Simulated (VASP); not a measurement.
# Be2C (Fm-3m) in VASP: notebook

Be2C is run at these levels: PBE; tasks: single point.

Everything below comes from runs of VASP 6.6.1. Logs are shortened: lines on timing, memory, paths and dates and some standing lists are left out, and cuts for length are marked.

## 1. The cell of the first run

It takes space group Fm-3m (No. 225, cubic). The conventional cell has a = 4.330 Å, b = 4.330 Å, c = 4.330 Å, α = 90.00°, β = 90.00°, γ = 90.00°. Be (site symmetry -43m) has 4 C at 1.87 Å and 6 Be at 2.17 Å within 2.5 Å. Within 2.5 Å of C (site symmetry m-3m) lie 8 Be at 1.87 Å.

## 2. Single point, PBE

File INCAR:

```
SYSTEM = Be2C
PREC     = Accurate       ! precision mode
ENCUT    = 600            ! plane-wave cutoff, eV
EDIFF    = 1E-6           ! SCF threshold, eV
ISMEAR   = 0              ! smearing method
SIGMA    = 0.01           ! smearing width, eV
LREAL    = .FALSE.        ! projectors in reciprocal space
LASPH    = .TRUE.         ! aspherical terms in the spheres
NELM     = 120            ! most SCF steps
ALGO     = Normal         ! electronic algorithm
ISIF     = 2              ! what is computed and relaxed
LWAVE    = .FALSE.        ! write WAVECAR
LCHARG   = .FALSE.        ! write CHGCAR
GGA      = PE             ! functional
NBANDS   = 11             ! bands
GGA_COMPAT= .FALSE.
```

File KPOINTS:

```
regular mesh
0
G
  8 8 8
  0 0 0
```

File POSCAR:

```
Be2C
1.0
    0.0000000000      2.1650000000      2.1650000000
    2.1650000000      0.0000000000      2.1650000000
    2.1650000000      2.1650000000      0.0000000000
Be C
2 1
Direct
    0.2500000000      0.2500000000      0.2500000000
    0.7500000000      0.7500000000      0.7500000000
    0.0000000000      0.0000000000      0.0000000000
```

Potentials or basis: VASP PAW PBE potentials, release 64 (Be, C).

Launch:

```sh
> cat potpaw_PBE.64/Be/POTCAR potpaw_PBE.64/C/POTCAR > POTCAR
> mpirun -np 1 vasp_std > vasp.out
```

OUTCAR:

```text
SYSTEM = Be2C
   PREC = Accurate
   ENCUT = 600
   EDIFF = 1E-6
   ISMEAR = 0
   LREAL = .FALSE.
   LASPH = .TRUE.
   NELM = 120
   ISIF = 2
   GGA = PE

 ion  position               nearest neighbor table
   1  0.250  0.250  0.250-   3 1.87   3 1.87   3 1.87   3 1.87   2 2.17   2 2.17   2 2.17   2 2.17
                             2 2.17   2 2.17
   2  0.750  0.750  0.750-   3 1.87   3 1.87   3 1.87   3 1.87   1 2.17   1 2.17   1 2.17   1 2.17
                             1 2.17   1 2.17
   3  0.000  0.000  0.000-   2 1.87   2 1.87   2 1.87   1 1.87   2 1.87   1 1.87   1 1.87   1 1.87

  LATTYP: Found a face centered cubic cell.
 ALAT       =     4.3300000000

  Lattice vectors:

 A1 = (   0.0000000000,   2.1650000000,   2.1650000000)
 A2 = (   2.1650000000,   0.0000000000,   2.1650000000)
 A3 = (   2.1650000000,   2.1650000000,   0.0000000000)

Analysis of symmetry for initial positions (statically):
=====================================================================
 Subroutine PRICEL returns:
 Original cell was already a primitive cell.

 Routine SETGRP: Setting up the symmetry group for a
 face centered cubic supercell.

 Subroutine GETGRP returns: Found 48 space group operations
 (whereof 48 operations were pure point group operations)
 out of a pool of 48 trial point group operations.

The static configuration has the point symmetry O_h .

Analysis of symmetry for dynamics (positions and initial velocities):
=====================================================================
 Subroutine PRICEL returns:
 Original cell was already a primitive cell.

 Routine SETGRP: Setting up the symmetry group for a
 face centered cubic supercell.

 Subroutine GETGRP returns: Found 48 space group operations
 (whereof 48 operations were pure point group operations)
 out of a pool of 48 trial point group operations.

The dynamic configuration has the point symmetry O_h .

 Subroutine INISYM returns: Found 48 space group operations
 (whereof 48 operations are pure point group operations),
 and found     1 'primitive' translations

----------------------------------------------------------------------------------------

                                     Primitive cell

  volume of cell :      20.2957

  direct lattice vectors                    reciprocal lattice vectors
     0.000000000  2.165000000  2.165000000    -0.230946882  0.230946882  0.230946882
     2.165000000  0.000000000  2.165000000     0.230946882 -0.230946882  0.230946882
     2.165000000  2.165000000  0.000000000     0.230946882  0.230946882 -0.230946882

  length of vectors
     3.061772363  3.061772363  3.061772363     0.400011734  0.400011734  0.400011734

  position of ions in fractional coordinates (direct lattice)
     0.250000000  0.250000000  0.250000000
     0.750000000  0.750000000  0.750000000
     0.000000000  0.000000000  0.000000000

  ion indices of the primitive-cell ions
   primitive index   ion index
                 1           1
                 2           2
                 3           3

----------------------------------------------------------------------------------------

 KPOINTS: regular mesh

Automatic generation of k-mesh.
 Grid dimensions read from file:
 generate k-points for:    8    8    8

 Generating k-lattice:

  Cartesian coordinates                     Fractional coordinates (reciprocal lattice)
    -0.028868360  0.028868360  0.028868360     0.125000000  0.000000000  0.000000000
     0.028868360 -0.028868360  0.028868360     0.000000000  0.125000000  0.000000000
     0.028868360  0.028868360 -0.028868360     0.000000000  0.000000000  0.125000000

  Length of vectors
     0.050001467  0.050001467  0.050001467

  Shift w.r.t. Gamma in fractional coordinates (k-lattice)
     0.000000000  0.000000000  0.000000000

 Subroutine IBZKPT returns following result:
 ===========================================

 Found     29 irreducible k-points:

 Following reciprocal coordinates:
            Coordinates               Weight
  0.000000  0.000000  0.000000      1.000000
  0.125000  0.000000  0.000000      8.000000
  0.250000  0.000000  0.000000      8.000000
  0.375000  0.000000  0.000000      8.000000
  0.500000  0.000000  0.000000      4.000000
  0.125000  0.125000  0.000000      6.000000
[... 16 lines left out ...]
  0.500000  0.250000  0.125000     48.000000
 -0.375000  0.250000  0.125000     24.000000
 [... further k-points ...]
   k-points           NKPTS =     29   k-points in BZ     NKDIM =     29   number of bands    NBANDS=     11
   number of dos      NEDOS =    301   number of ions     NIONS =      3
   total plane-waves  NPLWV =  13824
   dimension x,y,z NGX =    24 NGY =   24 NGZ =   24
   dimension x,y,z NGXF=    48 NGYF=   48 NGZF=   48
   ions per type =               2   1
   NGX,Y,Z   is equivalent  to a cutoff of  13.03, 13.03, 13.03 a.u.
   NGXF,Y,Z  is equivalent  to a cutoff of  26.06, 26.06, 26.06 a.u.
 SYSTEM =  Be2C
   PREC   = accura    normal or accurate (medium, high low for compatibility)
   ISTART =      0    job   : 0-new  1-cont  2-samecut
   ICHARG =      2    charge: 1-file 2-atom 10-const
   ISPIN  =      1    spin polarized calculation?
   LNONCOLLINEAR =      F non collinear calculations
   LSORBIT =      F    spin-orbit coupling
   LASPH  =      T    aspherical Exc in radial PAW
   ENCUT  =  600.0 eV  44.10 Ry    6.64 a.u.   6.12  6.12  6.12*2*pi/ulx,y,z
   NELM   =    120;   NELMIN=  2; NELMDL= -5     # of ELM steps
   EDIFF  = 0.1E-05   stopping-criterion for ELM
   LREAL  =      F    real-space projection
   EDIFFG = 0.1E-04   stopping-criterion for IOM
   NSW    =      0    number of steps for IOM
   IBRION =     -1    ionic relax: 0-MD 1-quasi-New 2-CG
   NFREE  =      0    steps in history (QN), initial steepest desc. (CG)
   ISIF   =      2    stress and relaxation
   ISYM   =      2    0-nonsym 1-usesym 2-fastsym
   POTIM  = 0.5000    time-step for ionic-motion
   TEBEG  =    0.0;   TEEND  =   0.0 temperature during run
   PSTRESS=    0.0 pullay stress
   NELECT =       8.0000    total number of electrons
   NUPDOWN=      -1.0000    fix difference up-down
   EMIN   =  10.00;   EMAX   =-10.00  energy-range for DOS
   EFERMI =   0.00;   METHOD = LEGACY
   ISMEAR =     0;   SIGMA  =   0.01  broadening in eV -4-tet -1-fermi 0-gaus
   EFERMI_NEDOS =   21; number of points for ismear=-14 and -15
   IALGO  =     38    algorithm
   IMIX   =      4    mixing-type and parameters
     AMIX     =   0.40;   BMIX     =  1.00
     AMIX_MAG =   1.60;   BMIX_MAG =  1.00
  volume/ion in A,a.u.               =       6.77        45.65
  Fermi-wavevector in a.u.,A,eV,Ry     =   1.200338  2.268310 19.603432  1.440812
  Thomas-Fermi vector in A             =   2.336177
   LORBIT       =      0    0 simple, 1 ext, 2 COOP (PROOUT), +10 PAW based schemes
   GGA     = PE    functional components
   LHFCALC =     F    Hartree Fock is set to
   AEXX    =    0.0000 exact exchange contribution
   IVDW    =     0    specifies the selected vdW correction
   LEPSILON=     F    determine dielectric tensor
   LRPA    =     F    only Hartree local field effects (RPA)
 non-spin polarized calculation
 Gauss-broadening in eV      SIGMA  =   0.01
  energy-cutoff  :      600.00
  volume of cell :       20.30
 maximum number of plane-waves:       700
   NGX = 13   NGY = 13   NGZ = 13

 number of electron       8.0000000 magnetization

 Free energy of the ion-electron system (eV)
  ---------------------------------------------------
  ext. energy  EPLUGINS =         0.00000000
  ---------------------------------------------------
  free energy    TOTEN  =       -17.45651829 eV

  energy without entropy =      -17.45651829  energy(sigma->0) =      -17.45651829

 E-fermi :   7.8042     XC(G=0): -11.4363

 val. band max:        7.7237873273   @ k =   0.0000   0.0000   0.0000
 cond. band min:       8.8809383525   @ k =   0.5000   0.5000   0.0000
 fundamental gap:      1.1571510252
 Fermi energy:         7.8042127143

 k-point     1 :       0.0000    0.0000    0.0000
  band No.  band energies     occupation
      1      -7.3120      2.00000
      2       7.7238      2.00000
      3       7.7238      2.00000
      4       7.7238      2.00000
      5      11.8507      0.00000
      6      11.8507      0.00000
      7      11.8507      0.00000
      8      14.4680      0.00000
      9      20.8882      0.00000
     10      20.8882      0.00000
     11      20.8882      0.00000

 k-point     2 :       0.1250    0.0000    0.0000
  band No.  band energies     occupation
      1      -7.0632      2.00000
      2       5.8454      2.00000
      3       7.2806      2.00000
      4       7.2806      2.00000
      5      12.4926      0.00000
      6      12.4926      0.00000
      7      12.9443      0.00000
      8      15.0638      0.00000
      9      19.5107      0.00000
     10      19.5107      0.00000
     11      21.4826      0.00000

 k-point     3 :       0.2500    0.0000    0.0000
  band No.  band energies     occupation
      1      -6.3339      2.00000
      2       2.8956      2.00000
      3       6.5587      2.00000
      4       6.5587      2.00000
      5      13.2043      0.00000
      6      13.2043      0.00000
      7      13.8909      0.00000
      8      16.3403      0.00000
      9      19.0072      0.00000
     10      19.0072      0.00000
     11      22.9745      0.00000

 k-point     4 :       0.3750    0.0000    0.0000
  band No.  band energies     occupation
      1      -5.2332      2.00000
      2       0.3029      2.00000
      3       6.0626      2.00000
      4       6.0626      2.00000
      5      12.9646      0.00000
      6      12.9646      0.00000
      7      14.4880      0.00000
      8      17.2247      0.00000
      9      20.6968      0.00000
     10      20.6968      0.00000
     11      24.2635      0.00000

 k-point     5 :       0.5000    0.0000    0.0000
  band No.  band energies     occupation
      1      -4.4484      2.00000
      2      -0.9970      2.00000
      3       5.8948      2.00000
      4       5.8948      2.00000
      5      12.7279      0.00000
      6      12.7279      0.00000
      7      14.7250      0.00000
      8      17.5369      0.00000
      9      22.2217      0.00000
     10      22.2217      0.00000
     11      24.8046      0.00000
[... 211 lines left out ...]
 k-point    21 :       0.5000    0.5000    0.0000
  band No.  band energies     occupation
      1      -3.6988      2.00000
      2       0.9517      2.00000
      3       2.9989      2.00000
      4       2.9989      2.00000
      5       8.8809      0.00000
      6      13.4460      0.00000
      7      20.9665      0.00000
      8      20.9665      0.00000
      9      23.0174      0.00000
     10      23.8763      0.00000
     11      23.8763      0.00000

 k-point    22 :       0.3750    0.2500    0.1250
  band No.  band energies     occupation
      1      -5.7160      2.00000
      2       2.7543      2.00000
      3       4.0344      2.00000
      4       5.7874      2.00000
      5      13.1698      0.00000
      6      13.6145      0.00000
      7      14.7963      0.00000
      8      16.5248      0.00000
      9      18.9099      0.00000
     10      23.1632      0.00000
     11      24.3160      0.00000

 k-point    23 :       0.5000    0.2500    0.1250
  band No.  band energies     occupation
      1      -4.6879      2.00000
      2       0.7939      2.00000
      3       3.5372      2.00000
      4       4.8777      2.00000
      5      12.9255      0.00000
      6      14.5123      0.00000
      7      15.8459      0.00000
      8      17.5206      0.00000
      9      19.9337      0.00000
     10      22.5705      0.00000
     11      24.9464      0.00000

 k-point    24 :      -0.3750    0.2500    0.1250
  band No.  band energies     occupation
      1      -3.9949      2.00000
      2      -0.3121      2.00000
      3       3.6068      2.00000
      4       4.3368      2.00000
      5      12.8767      0.00000
      6      14.3078      0.00000
      7      17.4928      0.00000
      8      18.3489      0.00000
      9      19.8044      0.00000
     10      21.4175      0.00000
     11      25.0925      0.00000

 [... further k-points ...]

------------------------ aborting loop because EDIFF is reached ----------------------------------------

  FORCE on cell =-STRESS in cart. coord.  units (eV):
  Direction    XX          YY          ZZ          XY          YZ          ZX
  --------------------------------------------------------------------------------------
  -------------------------------------------------------------------------------------
  Total        0.0043438      0.0043438      0.0043438     -0.0000000     -0.0000000      0.0000000
  in kB        0.3429051      0.3429051      0.3429051     -0.0000000     -0.0000000      0.0000000
  external PRESSURE =       0.3429051 kB  Pullay stress =       0.0000000 kB

 VOLUME and BASIS-vectors are now :
 -----------------------------------------------------------------------------
  energy-cutoff  :      600.00
  volume of cell :       20.30
      direct lattice vectors                 reciprocal lattice vectors
     0.000000000  2.165000000  2.165000000    -0.230946882  0.230946882  0.230946882
     2.165000000  0.000000000  2.165000000     0.230946882 -0.230946882  0.230946882
     2.165000000  2.165000000  0.000000000     0.230946882  0.230946882 -0.230946882

 POSITION                                       TOTAL-FORCE (eV/Angst)
 -----------------------------------------------------------------------------------
      1.08250      1.08250      1.08250        -0.000000     -0.000000     -0.000000
      3.24750      3.24750      3.24750         0.000000      0.000000      0.000000
      0.00000      0.00000      0.00000        -0.000000      0.000000      0.000000
 -----------------------------------------------------------------------------------
    total drift:                               -0.000000     -0.000000      0.000000

  FREE ENERGIE OF THE ION-ELECTRON SYSTEM (eV)
  ---------------------------------------------------
  free  energy   TOTEN  =       -17.4565182856 eV

  energy  without entropy=      -17.4565182856  energy(sigma->0) =      -17.45651829
```

Wall time 5.6 s (1 thread of AMD EPYC 7R13 (Zen 3), shared host); peak memory 0.1 GiB.

What came out:

| Item | Value |
| --- | --- |
| Free energy | -17.4565 eV |
| Pressure | 0.0 GPa |
| Band gap on the k mesh | 1.16 eV (least direct gap 4.13 eV) |

A k mesh can miss the band edges.

[end of part 1 of 2]
